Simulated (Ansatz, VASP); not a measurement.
# NiO in VASP and in Ansatz

```
CELL_PARAMETERS angstrom
2.11161 2.11161 4.22873
4.22873 2.11161 2.11161
2.11161 4.22873 2.11161
ATOMIC_POSITIONS crystal
Ni 0.00000 0.00000 0.00000
Ni 0.50000 0.50000 0.50000
O 0.25000 0.25000 0.25000
O 0.75000 0.75000 0.75000
```

Alike in both runs: functional PBE; k mesh 6 × 6 × 6; collinear spin; Hubbard terms Ni d U = 4.0 eV.

Ansatz relaxed the structure, and its values are those at the end. VASP's run is a single point on that final structure, the one shown.

```csv
,VASP,Ansatz
version,VASP 6.6.1,Ansatz 0.2.0
potentials or method,"VASP PAW PBE potentials, release 64 (Ni_sv_GW, O)","scalar-relativistic, plane waves, PAW"
plane-wave cutoff (eV),700,420
occupations,"gaussian, width 0.01 eV",fixed
valence electrons in the cell,48,48
```

|  | VASP | Ansatz | Ansatz less VASP |
| --- | --- | --- | --- |
| gap on the k mesh at the Fermi level (eV) | 2.73 | 2.69 | -0.035 |
| least direct gap on the mesh (eV) | 3.34 | 3.10 | -0.243 |
| pressure (GPa) | -1.7 | 0.0 | +1.72 |
| net moment per atom (μB) | 0.00 | 0.00 | 0.000 |
| size of the moment on the site where the two differ most (μB) | 1.67 | 1.61 | -0.056 |

Site moments also hang on the region over which each program counts them. The programs project onto different local orbitals, so the same U acts differently, and such runs can settle in different states. Ansatz's warnings: end state compared, metallic iterate.
